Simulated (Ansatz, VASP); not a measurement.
## Two plane-wave programs on Al3GaAs4

The input INCAR:

```
SYSTEM = Al3GaAs4
  PREC = Accurate
  ENCUT = 520
  EDIFF = 1E-6
  ISMEAR = 0
  SIGMA = 0.1
  LREAL = .FALSE.
  LASPH = .TRUE.
  NELM = 60
  ALGO = Normal
  ISIF = 2
  LWAVE = .FALSE.
  LCHARG = .TRUE.
  GGA = PE
  LELF = .TRUE.
  LVHAR = .TRUE.
  NBANDS = 31
```

File KPOINTS:

```
regular mesh
0
G
  4 2 4
  0 0 0
```

POSCAR

```
Al3GaAs4
1.0
    3.8458615300      0.0000000000      0.0000000000
    0.0000000000      7.6917230500      0.0000000000
    0.0000000000      0.0000000000      5.4388695300
Al Ga As
3 1 4
Direct
    0.0000000000      0.7500000000      0.0000000000
    0.0000000000      0.2500000000      0.0000000000
    0.5000000000      0.5000000000      0.5000000000
    0.5000000000      0.0000000000      0.5000000000
    0.0000000000      0.0000000000      0.2500000000
    0.5000000000      0.2500000000      0.7500000000
    0.0000000000      0.5000000000      0.2500000000
    0.5000000000      0.7500000000      0.7500000000
```

Input for Ansatz:

```yaml
crystal:
  lattice:
    - [3.84586153, 0.0, 0.0]
    - [0.0, 7.69172305, 0.0]
    - [0.0, 0.0, 5.43886953]
  atoms:
    - { symbol: Al, position: [0.0, 0.75, 0.0] }
    - { symbol: Al, position: [0.0, 0.25, 0.0] }
    - { symbol: Al, position: [0.5, 0.5, 0.5] }
    - { symbol: Ga, position: [0.5, 0.0, 0.5] }
    - { symbol: As, position: [0.0, 0.0, 0.25] }
    - { symbol: As, position: [0.5, 0.25, 0.75] }
    - { symbol: As, position: [0.0, 0.5, 0.25] }
    - { symbol: As, position: [0.5, 0.75, 0.75] }
basis:
  ecutwfc: 420
kpoints:
  mp_grid: { grid: [4, 2, 4] }
hamiltonian:
  xc: pbe
scf:
  occupations: { method: gaussian, width: 0.1 }
  lower_state_search: "off"
output:
  forces: true
  stress: true
  eigenvalues: true
```

Alike in both runs: task single point; functional PBE; k mesh 4 × 2 × 4; occupations gaussian, width 0.1 eV; no spin polarisation.

|  | VASP | Ansatz |
| --- | --- | --- |
| version | VASP 6.6.1 | Ansatz 0.2.0 |
| potentials or method | VASP PAW PBE potentials, release 64 (Al, Ga_d, As), cutoff 520 eV | scalar-relativistic, plane waves, PAW |
| valence electrons in the cell | 42 | 82 |

Ansatz gave:

```
gap on the k mesh at the Fermi level (eV)                     : 1.20
least direct gap on the mesh (eV)                             : 1.21
pressure (GPa)                                                : 14.8
traceless stress, the component that is largest in VASP (GPa) : -0.78
rms of the force components (eV/Å)                            : 0.035
```

Q: Which values does VASP return?

A: gap on the k mesh at the Fermi level (eV): 1.18; least direct gap on the mesh (eV): 1.20; pressure (GPa): 15.1; traceless stress, the component that is largest in VASP (GPa): -0.78; rms of the force components (eV/Å): 0.035.

Atom by atom the forces differ by 0.001 eV/Å (rms over components). VASP's potentials hold 42 valence electrons a cell and Ansatz's 82, so a difference there can come from the potentials and not from the codes.
